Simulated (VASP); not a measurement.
# TiSi (rocksalt type) (Fm-3m) in VASP: a series of runs

Runs on TiSi (rocksalt type). Level: PBEsol. Tasks: single point, relaxation of cell and atoms.

Program: VASP 6.6.1. These are calculated values, not measurements. Logs are shortened: lines on timing, memory, paths and dates and some standing lists are left out, and cuts for length are marked.

### 1 The cell of the first run

It takes space group Fm-3m (No. 225, cubic). Conventional cell: a = 4.598 Å, b = 4.598 Å, c = 4.598 Å, α = 90.00°, β = 90.00°, γ = 90.00°. Ti (site symmetry m-3m) has 6 Si at 2.30 Å within 3.0 Å. Si (site symmetry m-3m) has 6 Ti at 2.30 Å within 3.0 Å.

### 2 Single point, PBEsol

Input file INCAR:

```
  PREC = Accurate
  ENCUT = 520
  EDIFF = 1E-6
  ISMEAR = -1
  SIGMA = 0.08
  LREAL = False
  LASPH = True
  NELM = 80
  ALGO = Normal
  ISIF = 2
  LWAVE = False
  LCHARG = True
  GGA = PS
  LELF = True
  LVHAR = True
  NBANDS = 15
```

Input file KPOINTS:

```
regular mesh
0
Gamma
  14 14 14
```

Input file POSCAR:

```
TiSi
1.0
    0.0000000000      2.2989150377      2.2989150377
    2.2989150377      0.0000000000      2.2989150377
    2.2989150377      2.2989150377      0.0000000000
Ti Si
1 1
Direct
    0.0000000000      0.0000000000      0.0000000000
    0.5000000000      0.5000000000      0.5000000000
```

Potentials or basis: VASP PAW PBE potentials, release 64 (Ti_sv, Si).

Run with:

```console
> cat potpaw_PBE.64/Ti_sv/POTCAR potpaw_PBE.64/Si/POTCAR > POTCAR
> mpirun -np 1 vasp_std > vasp.out
```

OUTCAR:

```text
PREC = Accurate
   ENCUT = 520
   EDIFF = 1E-6
   ISMEAR = -1
   LREAL = False
   LASPH = True
   NELM = 80
   ISIF = 2
   GGA = PS

 ion  position               nearest neighbor table
   1  0.000  0.000  0.000-   2 2.30   2 2.30   2 2.30   2 2.30   2 2.30   2 2.30
   2  0.500  0.500  0.500-   1 2.30   1 2.30   1 2.30   1 2.30   1 2.30   1 2.30

  LATTYP: Found a face centered cubic cell.
 ALAT       =     4.5978300754

  Lattice vectors:

 A1 = (   0.0000000000,   2.2989150377,   2.2989150377)
 A2 = (   2.2989150377,   0.0000000000,   2.2989150377)
 A3 = (   2.2989150377,   2.2989150377,   0.0000000000)

Analysis of symmetry for initial positions (statically):
=====================================================================
 Subroutine PRICEL returns:
 Original cell was already a primitive cell.

 Routine SETGRP: Setting up the symmetry group for a
 face centered cubic supercell.

 Subroutine GETGRP returns: Found 48 space group operations
 (whereof 48 operations were pure point group operations)
 out of a pool of 48 trial point group operations.

The static configuration has the point symmetry O_h .

Analysis of symmetry for dynamics (positions and initial velocities):
=====================================================================
 Subroutine PRICEL returns:
 Original cell was already a primitive cell.

 Routine SETGRP: Setting up the symmetry group for a
 face centered cubic supercell.

 Subroutine GETGRP returns: Found 48 space group operations
 (whereof 48 operations were pure point group operations)
 out of a pool of 48 trial point group operations.

The dynamic configuration has the point symmetry O_h .

 Subroutine INISYM returns: Found 48 space group operations
 (whereof 48 operations are pure point group operations),
 and found     1 'primitive' translations

----------------------------------------------------------------------------------------

                                     Primitive cell

  volume of cell :      24.2996

  direct lattice vectors                    reciprocal lattice vectors
     0.000000000  2.298915038  2.298915038    -0.217493901  0.217493901  0.217493901
     2.298915038  0.000000000  2.298915038     0.217493901 -0.217493901  0.217493901
     2.298915038  2.298915038  0.000000000     0.217493901  0.217493901 -0.217493901

  length of vectors
     3.251156825  3.251156825  3.251156825     0.376710487  0.376710487  0.376710487

  position of ions in fractional coordinates (direct lattice)
     0.000000000  0.000000000  0.000000000
     0.500000000  0.500000000  0.500000000

  ion indices of the primitive-cell ions
   primitive index   ion index
                 1           1
                 2           2

----------------------------------------------------------------------------------------

 KPOINTS: regular mesh

Automatic generation of k-mesh.
 Grid dimensions read from file:
 generate k-points for:   14   14   14

 Generating k-lattice:

  Cartesian coordinates                     Fractional coordinates (reciprocal lattice)
    -0.015535279  0.015535279  0.015535279     0.071428571  0.000000000  0.000000000
     0.015535279 -0.015535279  0.015535279     0.000000000  0.071428571  0.000000000
     0.015535279  0.015535279 -0.015535279     0.000000000  0.000000000  0.071428571

  Length of vectors
     0.026907892  0.026907892  0.026907892

  Shift w.r.t. Gamma in fractional coordinates (k-lattice)
     0.000000000  0.000000000  0.000000000

 Subroutine IBZKPT returns following result:
 ===========================================

 Found    104 irreducible k-points:

 Following reciprocal coordinates:
            Coordinates               Weight
  0.000000  0.000000  0.000000      1.000000
  0.071429  0.000000  0.000000      8.000000
  0.142857  0.000000  0.000000      8.000000
  0.214286  0.000000  0.000000      8.000000
  0.285714  0.000000  0.000000      8.000000
  0.357143  0.000000  0.000000      8.000000
[... 16 lines left out ...]
  0.214286  0.142857  0.000000     24.000000
  0.285714  0.142857  0.000000     24.000000
 [... further k-points ...]
   k-points           NKPTS =    104   k-points in BZ     NKDIM =    104   number of bands    NBANDS=     15
   number of dos      NEDOS =    301   number of ions     NIONS =      2
   total plane-waves  NPLWV =  13824
   dimension x,y,z NGX =    24 NGY =   24 NGZ =   24
   dimension x,y,z NGXF=    48 NGYF=   48 NGZF=   48
   ions per type =               1   1
   NGX,Y,Z   is equivalent  to a cutoff of  12.27, 12.27, 12.27 a.u.
   NGXF,Y,Z  is equivalent  to a cutoff of  24.54, 24.54, 24.54 a.u.
 SYSTEM =  unknown system
   PREC   = accura    normal or accurate (medium, high low for compatibility)
   ISTART =      0    job   : 0-new  1-cont  2-samecut
   ICHARG =      2    charge: 1-file 2-atom 10-const
   ISPIN  =      1    spin polarized calculation?
   LNONCOLLINEAR =      F non collinear calculations
   LSORBIT =      F    spin-orbit coupling
   LASPH  =      T    aspherical Exc in radial PAW
   ENCUT  =  520.0 eV  38.22 Ry    6.18 a.u.   6.04  6.04  6.04*2*pi/ulx,y,z
   NELM   =     80;   NELMIN=  2; NELMDL= -5     # of ELM steps
   EDIFF  = 0.1E-05   stopping-criterion for ELM
   LREAL  =      F    real-space projection
   EDIFFG = 0.1E-04   stopping-criterion for IOM
   NSW    =      0    number of steps for IOM
   IBRION =     -1    ionic relax: 0-MD 1-quasi-New 2-CG
   NFREE  =      0    steps in history (QN), initial steepest desc. (CG)
   ISIF   =      2    stress and relaxation
   ISYM   =      2    0-nonsym 1-usesym 2-fastsym
   POTIM  = 0.5000    time-step for ionic-motion
   TEBEG  =    0.0;   TEEND  =   0.0 temperature during run
   PSTRESS=    0.0 pullay stress
   NELECT =      16.0000    total number of electrons
   NUPDOWN=      -1.0000    fix difference up-down
   EMIN   =  10.00;   EMAX   =-10.00  energy-range for DOS
   EFERMI =   0.00;   METHOD = LEGACY
   ISMEAR =    -1;   SIGMA  =   0.08  broadening in eV -4-tet -1-fermi 0-gaus
   EFERMI_NEDOS =   21; number of points for ismear=-14 and -15
   IALGO  =     38    algorithm
   IMIX   =      4    mixing-type and parameters
     AMIX     =   0.40;   BMIX     =  1.00
     AMIX_MAG =   1.60;   BMIX_MAG =  1.00
  volume/ion in A,a.u.               =      12.15        81.99
  Fermi-wavevector in a.u.,A,eV,Ry     =   1.424236  2.691415 27.598706  2.028448
  Thomas-Fermi vector in A             =   2.544748
   LORBIT       =      0    0 simple, 1 ext, 2 COOP (PROOUT), +10 PAW based schemes
   GGA     = PS    functional components
   LHFCALC =     F    Hartree Fock is set to
   AEXX    =    0.0000 exact exchange contribution
   IVDW    =     0    specifies the selected vdW correction
   LEPSILON=     F    determine dielectric tensor
   LRPA    =     F    only Hartree local field effects (RPA)
 non-spin polarized calculation
  energy-cutoff  :      520.00
  volume of cell :       24.30
 maximum number of plane-waves:       668
   NGX = 13   NGY = 13   NGZ = 13

 number of electron      15.9999994 magnetization

 Free energy of the ion-electron system (eV)
  ---------------------------------------------------
  ext. energy  EPLUGINS =         0.00000000
  ---------------------------------------------------
  free energy    TOTEN  =       -13.97874339 eV

  energy without entropy =      -13.96788754  energy(sigma->0) =      -13.97331546

 E-fermi :  11.8268     XC(G=0): -12.6432

 val. band max:       11.8264129348   @ k =  -0.4286   0.5000   0.0714
 cond. band min:      11.9015904689   @ k =   0.2857   0.2143   0.0000
 fundamental gap:      0.0751775341
 Fermi energy:        11.8268099454

 k-point     1 :       0.0000    0.0000    0.0000
  band No.  band energies     occupation
      1     -43.8961      2.00000
      2     -20.2671      2.00000
      3     -20.2671      2.00000
      4     -20.2671      2.00000
      5       0.2469      2.00000
      6      11.5097      1.96273
      7      11.5097      1.96273
      8      11.5097      1.96273
      9      12.2389      0.01152
     10      12.2389      0.01152
     11      16.7605      0.00000
     12      16.7605      0.00000
     13      16.7605      0.00000
     14      22.3261      0.00000
     15      25.8906      0.00000

 k-point     2 :       0.0714    0.0000    0.0000
  band No.  band energies     occupation
      1     -43.8940      2.00000
      2     -20.2852      2.00000
      3     -20.2693      2.00000
      4     -20.2693      2.00000
      5       0.3697      2.00000
      6      11.2924      1.99749
      7      11.5307      1.95180
      8      11.5307      1.95180
      9      12.1012      0.06277
     10      12.1012      0.06277
     11      16.6121      0.00000
     12      17.0772      0.00000
     13      17.0772      0.00000
     14      22.3914      0.00000
     15      25.7781      0.00000

 k-point     3 :       0.1429    0.0000    0.0000
  band No.  band energies     occupation
      1     -43.8880      2.00000
      2     -20.3355      2.00000
      3     -20.2756      2.00000
      4     -20.2756      2.00000
      5       0.7312      2.00000
      6      10.6895      2.00000
      7      11.3080      1.99695
      8      11.3080      1.99695
      9      12.1119      0.05514
     10      12.1119      0.05514
     11      16.2664      0.00000
     12      17.8696      0.00000
     13      17.8696      0.00000
     14      22.3021      0.00000
     15      25.3624      0.00000

 k-point     4 :       0.2143    0.0000    0.0000
  band No.  band energies     occupation
      1     -43.8794      2.00000
      2     -20.4074      2.00000
      3     -20.2845      2.00000
      4     -20.2845      2.00000
      5       1.3127      2.00000
      6       9.8091      2.00000
      7      10.8103      1.99999
      8      10.8103      1.99999
      9      12.4973      0.00046
     10      12.4973      0.00046
     11      15.9098      0.00000
     12      18.8764      0.00000
     13      18.8764      0.00000
     14      21.6154      0.00000
     15      24.5575      0.00000
[... 307 lines left out ...]
 k-point    22 :       0.1429    0.1429    0.0000
  band No.  band energies     occupation
      1     -43.8854      2.00000
      2     -20.3336      2.00000
      3     -20.2900      2.00000
      4     -20.2900      2.00000
      5       0.8793      2.00000
      6      10.7324      2.00000
      7      10.8967      1.99998
      8      11.5418      1.94485
      9      11.5418      1.94485
     10      12.4378      0.00096
     11      17.1215      0.00000
     12      17.1215      0.00000
     13      17.9490      0.00000
     14      22.6639      0.00000
     15      25.0431      0.00000

 k-point    23 :       0.2143    0.1429    0.0000
  band No.  band energies     occupation
      1     -43.8790      2.00000
      2     -20.3795      2.00000
      3     -20.3014      2.00000
      4     -20.2986      2.00000
      5       1.2904      2.00000
      6      10.0922      2.00000
      7      10.4625      2.00000
      8      11.4114      1.98894
      9      11.7596      1.39700
     10      12.6496      0.00007
     11      16.8485      0.00000
     12      17.3935      0.00000
     13      18.8125      0.00000
     14      22.6024      0.00000
     15      24.2078      0.00000

 k-point    24 :       0.2857    0.1429    0.0000
  band No.  band energies     occupation
      1     -43.8707      2.00000
      2     -20.4428      2.00000
      3     -20.3126      2.00000
      4     -20.3088      2.00000
      5       1.8997      2.00000
      6       9.2984      2.00000
      7       9.9724      2.00000
      8      11.0236      1.99991
      9      12.1764      0.02500
     10      13.1209      0.00000
     11      16.3877      0.00000
     12      17.8203      0.00000
     13      19.8574      0.00000
     14      22.0879      0.00000
     15      23.0469      0.00000

 [... further k-points ...]
[... 5 lines left out ...]
  --------------------------------------------------------------------------------------
  -------------------------------------------------------------------------------------
  Total        8.5127268      8.5127268      8.5127268     -0.0000000     -0.0000000      0.0000000
  in kB      561.2812294    561.2812294    561.2812294     -0.0000000     -0.0000000      0.0000000
  external PRESSURE =     561.2812294 kB  Pullay stress =       0.0000000 kB

 VOLUME and BASIS-vectors are now :
 -----------------------------------------------------------------------------
  energy-cutoff  :      520.00
  volume of cell :       24.30
      direct lattice vectors                 reciprocal lattice vectors
     0.000000000  2.298915038  2.298915038    -0.217493901  0.217493901  0.217493901
     2.298915038  0.000000000  2.298915038     0.217493901 -0.217493901  0.217493901
     2.298915038  2.298915038  0.000000000     0.217493901  0.217493901 -0.217493901

 POSITION                                       TOTAL-FORCE (eV/Angst)
 -----------------------------------------------------------------------------------
      0.00000      0.00000      0.00000        -0.000000      0.000000      0.000000
      2.29892      2.29892      2.29892         0.000000      0.000000      0.000000
 -----------------------------------------------------------------------------------
    total drift:                                0.000000     -0.000000     -0.000000

  FREE ENERGIE OF THE ION-ELECTRON SYSTEM (eV)
  ---------------------------------------------------
  free  energy   TOTEN  =       -13.9787433887 eV

  energy  without entropy=      -13.9678875411  energy(sigma->0) =      -13.97331546
```

Wall time 32 s (1 thread of Intel Xeon Platinum 8259CL at 2.50GHz (Skylake/Cascade Lake), shared host); peak memory 0.16 GiB.

Results:

```yaml
Free_energy: -13.9787 eV
Pressure: 56.1 GPa
Band_gap_on_the_k_mesh: zero (band 8 reaches 13.01 eV, above the bottom of band 9 at 11.54 eV)
```

Caveat: the PAW data sets were made with another functional, which shifts forces and pressure a little.

[end of part 1 of 2]
